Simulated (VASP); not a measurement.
# TiH (Fm-3m) in VASP: further runs

The runs below take TiH through single point, with LDA.

Program: VASP 6.6.1. These are calculated values, not measurements. Logs are shortened: lines on timing, memory, paths and dates and some standing lists are left out, and cuts for length are marked.

### 1 The cell of the first run

The structure is cubic, space group Fm-3m (No. 225). Conventional cell: a = 4.109 Å, b = 4.109 Å, c = 4.109 Å, α = 90.00°, β = 90.00°, γ = 90.00°. Ti (site symmetry m-3m) has 6 H at 2.05 Å within 2.7 Å. Within 2.7 Å of H (site symmetry m-3m) lie 6 Ti at 2.05 Å.

### 2 Single point, LDA

INCAR

```
  PREC = Accurate
  ENCUT = 520
  EDIFF = 1E-7
  ISMEAR = 0
  SIGMA = 0.1
  LREAL = False
  LASPH = True
  NELM = 80
  ALGO = Normal
  ISIF = 2
  LWAVE = False
  LCHARG = False
  NBANDS = 14
```

KPOINTS

```
regular mesh
0
Gamma
  9 9 9
```

POSCAR

```
TiH
1.0
    0.0000000000      2.0542717794      2.0542717794
    2.0542717794      0.0000000000      2.0542717794
    2.0542717794      2.0542717794      0.0000000000
Ti H
1 1
Direct
    0.0000000000      0.0000000000      0.0000000000
    0.5000000000      0.5000000000      0.5000000000
```

Potentials or basis: VASP PAW LDA potentials, release 64 (Ti_sv, H).

Command:

```bash
cat potpaw_LDA.64/Ti_sv/POTCAR potpaw_LDA.64/H/POTCAR > POTCAR
mpirun -np 1 vasp_std > vasp.out
```

OUTCAR:

```text
PREC = Accurate
   ENCUT = 520
   EDIFF = 1E-7
   ISMEAR = 0
   LREAL = False
   LASPH = True
   NELM = 80
   ISIF = 2

 ion  position               nearest neighbor table
   1  0.000  0.000  0.000-
   2  0.500  0.500  0.500-

  LATTYP: Found a face centered cubic cell.
 ALAT       =     4.1085435588

  Lattice vectors:

 A1 = (   0.0000000000,   2.0542717794,   2.0542717794)
 A2 = (   2.0542717794,   0.0000000000,   2.0542717794)
 A3 = (   2.0542717794,   2.0542717794,   0.0000000000)

Analysis of symmetry for initial positions (statically):
=====================================================================
 Subroutine PRICEL returns:
 Original cell was already a primitive cell.

 Routine SETGRP: Setting up the symmetry group for a
 face centered cubic supercell.

 Subroutine GETGRP returns: Found 48 space group operations
 (whereof 48 operations were pure point group operations)
 out of a pool of 48 trial point group operations.

The static configuration has the point symmetry O_h .

Analysis of symmetry for dynamics (positions and initial velocities):
=====================================================================
 Subroutine PRICEL returns:
 Original cell was already a primitive cell.

 Routine SETGRP: Setting up the symmetry group for a
 face centered cubic supercell.

 Subroutine GETGRP returns: Found 48 space group operations
 (whereof 48 operations were pure point group operations)
 out of a pool of 48 trial point group operations.

The dynamic configuration has the point symmetry O_h .

 Subroutine INISYM returns: Found 48 space group operations
 (whereof 48 operations are pure point group operations),
 and found     1 'primitive' translations

----------------------------------------------------------------------------------------

                                     Primitive cell

  volume of cell :      17.3382

  direct lattice vectors                    reciprocal lattice vectors
     0.000000000  2.054271779  2.054271779    -0.243395253  0.243395253  0.243395253
     2.054271779  0.000000000  2.054271779     0.243395253 -0.243395253  0.243395253
     2.054271779  2.054271779  0.000000000     0.243395253  0.243395253 -0.243395253

  length of vectors
     2.905179011  2.905179011  2.905179011     0.421572945  0.421572945  0.421572945

  position of ions in fractional coordinates (direct lattice)
     0.000000000  0.000000000  0.000000000
     0.500000000  0.500000000  0.500000000

  ion indices of the primitive-cell ions
   primitive index   ion index
                 1           1
                 2           2

----------------------------------------------------------------------------------------

 KPOINTS: regular mesh

Automatic generation of k-mesh.
 Grid dimensions read from file:
 generate k-points for:    9    9    9

 Generating k-lattice:

  Cartesian coordinates                     Fractional coordinates (reciprocal lattice)
    -0.027043917  0.027043917  0.027043917     0.111111111  0.000000000  0.000000000
     0.027043917 -0.027043917  0.027043917     0.000000000  0.111111111  0.000000000
     0.027043917  0.027043917 -0.027043917     0.000000000  0.000000000  0.111111111

  Length of vectors
     0.046841438  0.046841438  0.046841438

  Shift w.r.t. Gamma in fractional coordinates (k-lattice)
     0.000000000  0.000000000  0.000000000

 Subroutine IBZKPT returns following result:
 ===========================================

 Found     35 irreducible k-points:

 Following reciprocal coordinates:
            Coordinates               Weight
  0.000000  0.000000  0.000000      1.000000
  0.111111  0.000000  0.000000      8.000000
  0.222222  0.000000  0.000000      8.000000
  0.333333  0.000000  0.000000      8.000000
  0.444444  0.000000  0.000000      8.000000
  0.111111  0.111111  0.000000      6.000000
[... 16 lines left out ...]
 -0.333333  0.333333  0.000000     12.000000
  0.444444  0.444444  0.000000      6.000000
 [... further k-points ...]
   k-points           NKPTS =     35   k-points in BZ     NKDIM =     35   number of bands    NBANDS=     14
   number of dos      NEDOS =    301   number of ions     NIONS =      2
   total plane-waves  NPLWV =  13824
   dimension x,y,z NGX =    24 NGY =   24 NGZ =   24
   dimension x,y,z NGXF=    48 NGYF=   48 NGZF=   48
   ions per type =               1   1
   NGX,Y,Z   is equivalent  to a cutoff of  13.73, 13.73, 13.73 a.u.
   NGXF,Y,Z  is equivalent  to a cutoff of  27.47, 27.47, 27.47 a.u.
 SYSTEM =  unknown system
   PREC   = accura    normal or accurate (medium, high low for compatibility)
   ISTART =      0    job   : 0-new  1-cont  2-samecut
   ICHARG =      2    charge: 1-file 2-atom 10-const
   ISPIN  =      1    spin polarized calculation?
   LNONCOLLINEAR =      F non collinear calculations
   LSORBIT =      F    spin-orbit coupling
   LASPH  =      T    aspherical Exc in radial PAW
   ENCUT  =  520.0 eV  38.22 Ry    6.18 a.u.   5.40  5.40  5.40*2*pi/ulx,y,z
   NELM   =     80;   NELMIN=  2; NELMDL= -5     # of ELM steps
   EDIFF  = 0.1E-06   stopping-criterion for ELM
   LREAL  =      F    real-space projection
   EDIFFG = 0.1E-05   stopping-criterion for IOM
   NSW    =      0    number of steps for IOM
   IBRION =     -1    ionic relax: 0-MD 1-quasi-New 2-CG
   NFREE  =      0    steps in history (QN), initial steepest desc. (CG)
   ISIF   =      2    stress and relaxation
   ISYM   =      2    0-nonsym 1-usesym 2-fastsym
   POTIM  = 0.5000    time-step for ionic-motion
   TEBEG  =    0.0;   TEEND  =   0.0 temperature during run
   PSTRESS=    0.0 pullay stress
   NELECT =      13.0000    total number of electrons
   NUPDOWN=      -1.0000    fix difference up-down
   EMIN   =  10.00;   EMAX   =-10.00  energy-range for DOS
   EFERMI =   0.00;   METHOD = LEGACY
   ISMEAR =     0;   SIGMA  =   0.10  broadening in eV -4-tet -1-fermi 0-gaus
   EFERMI_NEDOS =   21; number of points for ismear=-14 and -15
   IALGO  =     38    algorithm
   IMIX   =      4    mixing-type and parameters
     AMIX     =   0.40;   BMIX     =  1.00
     AMIX_MAG =   1.60;   BMIX_MAG =  1.00
  volume/ion in A,a.u.               =       8.67        58.50
  Fermi-wavevector in a.u.,A,eV,Ry     =   1.487264  2.810521 30.095462  2.211954
  Thomas-Fermi vector in A             =   2.600446
   LORBIT       =      0    0 simple, 1 ext, 2 COOP (PROOUT), +10 PAW based schemes
   GGA     = CA    functional components
   LHFCALC =     F    Hartree Fock is set to
   AEXX    =    0.0000 exact exchange contribution
   IVDW    =     0    specifies the selected vdW correction
   LEPSILON=     F    determine dielectric tensor
   LRPA    =     F    only Hartree local field effects (RPA)
 non-spin polarized calculation
 Gauss-broadening in eV      SIGMA  =   0.10
  energy-cutoff  :      520.00
  volume of cell :       17.34
 maximum number of plane-waves:       483
 NGX is ok and might be reduce to    24
   NGX = 11   NGY = 11   NGZ = 11

 number of electron      13.0000003 magnetization

 Free energy of the ion-electron system (eV)
  ---------------------------------------------------
  ext. energy  EPLUGINS =         0.00000000
  ---------------------------------------------------
  free energy    TOTEN  =       -12.90547165 eV

  energy without entropy =      -12.89773927  energy(sigma->0) =      -12.90160546

 E-fermi :   9.1565     XC(G=0): -12.4505

 val. band max:        9.0035467331   @ k =  -0.4444   0.2222   0.0000
 cond. band min:       9.1663781173   @ k =   0.3333   0.2222   0.0000
 fundamental gap:      0.1628313841
 Fermi energy:         9.1564525065

 k-point     1 :       0.0000    0.0000    0.0000
  band No.  band energies     occupation
      1     -46.8290      2.00000
      2     -23.0816      2.00000
      3     -23.0816      2.00000
      4     -23.0816      2.00000
      5      -0.4979      2.00000
      6       9.8034      0.00000
      7       9.8034      0.00000
      8       9.8034      0.00000
      9      11.3537      0.00000
     10      11.3537      0.00000
     11      20.4001      0.00000
     12      24.0545      0.00000
     13      25.8463      0.00000
     14      25.8463      0.00000

 k-point     2 :       0.1111    0.0000    0.0000
  band No.  band energies     occupation
      1     -46.8129      2.00000
      2     -23.1750      2.00000
      3     -23.0923      2.00000
      4     -23.0923      2.00000
      5      -0.1365      2.00000
      6       9.5229      0.00000
      7       9.9322      0.00000
      8       9.9322      0.00000
      9      11.2397      0.00000
     10      11.2397      0.00000
     11      19.0409      0.00000
     12      24.3091      0.00000
     13      26.2584      0.00000
     14      26.2584      0.00000

 k-point     3 :       0.2222    0.0000    0.0000
  band No.  band energies     occupation
      1     -46.7717      2.00000
      2     -23.4066      2.00000
      3     -23.1193      2.00000
      4     -23.1193      2.00000
      5       0.8689      2.00000
      6       8.7472      2.00000
      7       9.9782      0.00000
      8       9.9782      0.00000
      9      11.3184      0.00000
     10      11.3184      0.00000
     11      17.1839      0.00000
     12      23.6349      0.00000
     13      27.1902      0.00000
     14      27.1902      0.00000
[... 324 lines left out ...]
 k-point    23 :      -0.3333    0.3333    0.0000
  band No.  band energies     occupation
      1     -46.6554      2.00000
      2     -23.5891      2.00000
      3     -23.5662      2.00000
      4     -23.2471      2.00000
      5       3.2034      2.00000
      6       7.4693      2.00000
      7       8.8189      2.00000
      8      10.7386      0.00000
      9      12.2170      0.00000
     10      13.9664      0.00000
     11      17.1320      0.00000
     12      17.1790      0.00000
     13      23.3946      0.00000
     14      23.7052      0.00000

 k-point    24 :       0.4444    0.4444    0.0000
  band No.  band energies     occupation
      1     -46.6503      2.00000
      2     -23.7475      2.00000
      3     -23.3318      2.00000
      4     -23.3318      2.00000
      5       2.1030      2.00000
      6       7.1852      2.00000
      7      10.6844      0.00000
      8      12.4479      0.00000
      9      12.8007      0.00000
     10      12.8007      0.00000
     11      16.5270      0.00000
     12      19.4952      0.00000
     13      19.4952      0.00000
     14      24.1724      0.00000

 [... further k-points ...]
[... 5 lines left out ...]
  --------------------------------------------------------------------------------------
  -------------------------------------------------------------------------------------
  Total       -0.0674004     -0.0674004     -0.0674004      0.0000000      0.0000000      0.0000000
  in kB       -6.2282951     -6.2282951     -6.2282951      0.0000000      0.0000000      0.0000000
  external PRESSURE =      -6.2282951 kB  Pullay stress =       0.0000000 kB

 VOLUME and BASIS-vectors are now :
 -----------------------------------------------------------------------------
  energy-cutoff  :      520.00
  volume of cell :       17.34
      direct lattice vectors                 reciprocal lattice vectors
     0.000000000  2.054271779  2.054271779    -0.243395253  0.243395253  0.243395253
     2.054271779  0.000000000  2.054271779     0.243395253 -0.243395253  0.243395253
     2.054271779  2.054271779  0.000000000     0.243395253  0.243395253 -0.243395253

 POSITION                                       TOTAL-FORCE (eV/Angst)
 -----------------------------------------------------------------------------------
      0.00000      0.00000      0.00000         0.000000      0.000000     -0.000000
      2.05427      2.05427      2.05427        -0.000000     -0.000000      0.000000
 -----------------------------------------------------------------------------------
    total drift:                                0.000000     -0.000000     -0.000000

  FREE ENERGIE OF THE ION-ELECTRON SYSTEM (eV)
  ---------------------------------------------------
  free  energy   TOTEN  =       -12.9054716529 eV

  energy  without entropy=      -12.8977392729  energy(sigma->0) =      -12.90160546
```

Run time: 17 s. Hardware: 1 thread of AMD EPYC, shared host; peak memory 0.1 GiB.

Results:

| Property | Result |
| --- | --- |
| Free energy | -12.9055 eV |
| Pressure | -0.6 GPa |

Levels at points of the mesh, in eV from the Fermi level:
```
           k point  band 2  band 3  band 4  band 5  band 6  band 7  band 8  band 9  band 10  band 11
(0.00, 0.00, 0.00)  -32.24  -32.24  -32.24   -9.65    0.65    0.65    0.65    2.20     2.20    11.24
```

### 3 Single point, LDA

This run uses another cell than the first one, of 8.94 Å³/atom, 1.032 times its volume.

INCAR

```
SYSTEM = TiH
PREC = Accurate
ENCUT = 520
EDIFF = 1E-6
ISMEAR = 0
SIGMA = 0.1
LREAL = .FALSE.
LASPH = .TRUE.
NELM = 100
ALGO = Normal
ISIF = 2
LWAVE = .FALSE.
LCHARG = .TRUE.
GGA = CA
LELF = .TRUE.
LVHAR = .TRUE.
NBANDS = 14
```

KPOINTS

```
regular mesh
0
G
  9 9 9
  0 0 0
```

POSCAR

```
TiH
1.0
    0.0000000000      2.0756719839      2.0756719839
    2.0756719839      0.0000000000      2.0756719839
    2.0756719839      2.0756719839      0.0000000000
Ti H
1 1
Direct
    0.0000000000      0.0000000000      0.0000000000
    0.5000000000      0.5000000000      0.5000000000
```

Potentials or basis: VASP PAW LDA potentials, release 64 (Ti_sv, H).

Command:

```bash
cat potpaw_LDA.64/Ti_sv/POTCAR potpaw_LDA.64/H/POTCAR > POTCAR
mpirun -np 1 vasp_std > vasp.out
```

Run time: 18 s. Hardware: 1 thread of AMD EPYC, shared host; peak memory 0.1 GiB.

The run converged. Its results:

- Free energy: -12.8958 eV
- Pressure: -5.3 GPa

Levels at points of the mesh, in eV from the Fermi level:
```csv
k point,band 2,band 3,band 4,band 5,band 6,band 7,band 8,band 9,band 10,band 11
"(0.00, 0.00, 0.00)",-32.32,-32.32,-32.32,-9.51,0.64,0.64,0.64,2.12,2.12,10.93
```

### 4 Single point, LDA

This run uses another cell than the first one, of 9.22 Å³/atom, 1.063 times its volume.

INCAR

```
PREC     = Accurate       # precision mode
ENCUT    = 520            # plane-wave cutoff, eV
EDIFF    = 1E-6           # SCF threshold, eV
ISMEAR   = 0              # smearing method
SIGMA    = 0.1            # smearing width, eV
LREAL    = F              # projectors in reciprocal space
LASPH    = T              # aspherical terms in the spheres
NELM     = 80             # most SCF steps
ALGO     = Normal         # electronic algorithm
ISIF     = 2              # what is computed and relaxed
LWAVE    = F              # write WAVECAR
LCHARG   = F              # write CHGCAR
NBANDS   = 14             # bands
```

KPOINTS

```
regular mesh
0
Gamma
  9 9 9
```

POSCAR

```
TiH
1.0
    0.0000000000      2.0966397867      2.0966397867
    2.0966397867      0.0000000000      2.0966397867
    2.0966397867      2.0966397867      0.0000000000
Ti H
1 1
Direct
    0.0000000000      0.0000000000      0.0000000000
    0.5000000000      0.5000000000      0.5000000000
```

Potentials or basis: VASP PAW LDA potentials, release 64 (Ti_sv, H).

Command:

```bash
cat potpaw_LDA.64/Ti_sv/POTCAR potpaw_LDA.64/H/POTCAR > POTCAR
mpirun -np 1 vasp_std > vasp.out
```

OUTCAR:

```text
PREC = Accurate
   ENCUT = 520
   EDIFF = 1E-6
   ISMEAR = 0
   LREAL = F
   LASPH = T
   NELM = 80
   ISIF = 2

 ion  position               nearest neighbor table
   1  0.000  0.000  0.000-
   2  0.500  0.500  0.500-

  LATTYP: Found a face centered cubic cell.
 ALAT       =     4.1932795734

  Lattice vectors:

 A1 = (   0.0000000000,   2.0966397867,   2.0966397867)
 A2 = (   2.0966397867,   0.0000000000,   2.0966397867)
 A3 = (   2.0966397867,   2.0966397867,   0.0000000000)

Analysis of symmetry for initial positions (statically):
=====================================================================
 Subroutine PRICEL returns:
 Original cell was already a primitive cell.

 Routine SETGRP: Setting up the symmetry group for a
 face centered cubic supercell.

 Subroutine GETGRP returns: Found 48 space group operations
 (whereof 48 operations were pure point group operations)
 out of a pool of 48 trial point group operations.

The static configuration has the point symmetry O_h .

[... 164 lines left out ...]
 cond. band min:       8.4751351904   @ k =  -0.3333   0.4444   0.1111
 fundamental gap:      0.1467847118
 Fermi energy:         8.4736494519

 k-point     1 :       0.0000    0.0000    0.0000
  band No.  band energies     occupation
      1     -47.5958      2.00000
      2     -23.9158      2.00000
      3     -23.9158      2.00000
      4     -23.9158      2.00000
      5      -0.8961      2.00000
      6       9.1076      0.00000
      7       9.1076      0.00000
      8       9.1076      0.00000
      9      10.5280      0.00000
     10      10.5280      0.00000
     11      19.1148      0.00000
     12      23.0603      0.00000
     13      24.6307      0.00000
     14      24.6307      0.00000
[... 377 lines left out ...]
      1     -47.4572      2.00000
      2     -24.4608      2.00000
      3     -24.1218      2.00000
      4     -24.1218      2.00000
      5       1.7579      2.00000
      6       6.6866      2.00000
      7       9.8027      0.00000
      8      11.5318      0.00000
      9      11.8602      0.00000
     10      11.8602      0.00000
     11      15.3380      0.00000
     12      18.3151      0.00000
     13      18.3151      0.00000
     14      22.4531      0.00000

 [... further k-points ...]
[... 5 lines left out ...]
  --------------------------------------------------------------------------------------
  -------------------------------------------------------------------------------------
  Total       -1.0637799     -1.0637799     -1.0637799      0.0000000     -0.0000000      0.0000000
  in kB      -92.4614904    -92.4614904    -92.4614904      0.0000000     -0.0000000      0.0000000
  external PRESSURE =     -92.4614904 kB  Pullay stress =       0.0000000 kB

 VOLUME and BASIS-vectors are now :
 -----------------------------------------------------------------------------
  energy-cutoff  :      520.00
  volume of cell :       18.43
      direct lattice vectors                 reciprocal lattice vectors
     0.000000000  2.096639787  2.096639787    -0.238476825  0.238476825  0.238476825
     2.096639787  0.000000000  2.096639787     0.238476825 -0.238476825  0.238476825
     2.096639787  2.096639787  0.000000000     0.238476825  0.238476825 -0.238476825

 POSITION                                       TOTAL-FORCE (eV/Angst)
 -----------------------------------------------------------------------------------
      0.00000      0.00000      0.00000        -0.000000     -0.000000      0.000000
      2.09664      2.09664      2.09664         0.000000      0.000000     -0.000000
 -----------------------------------------------------------------------------------
    total drift:                                0.000000     -0.000000     -0.000000

  FREE ENERGIE OF THE ION-ELECTRON SYSTEM (eV)
  ---------------------------------------------------
  free  energy   TOTEN  =       -12.8714478274 eV

  energy  without entropy=      -12.8639464847  energy(sigma->0) =      -12.86769716
```

Run time: 17 s. Hardware: 1 thread of AMD EPYC, shared host; peak memory 0.1 GiB.

Results:

* Free energy: -12.8714 eV
* Pressure: -9.2 GPa

(Part 1 of 2 ends here.)
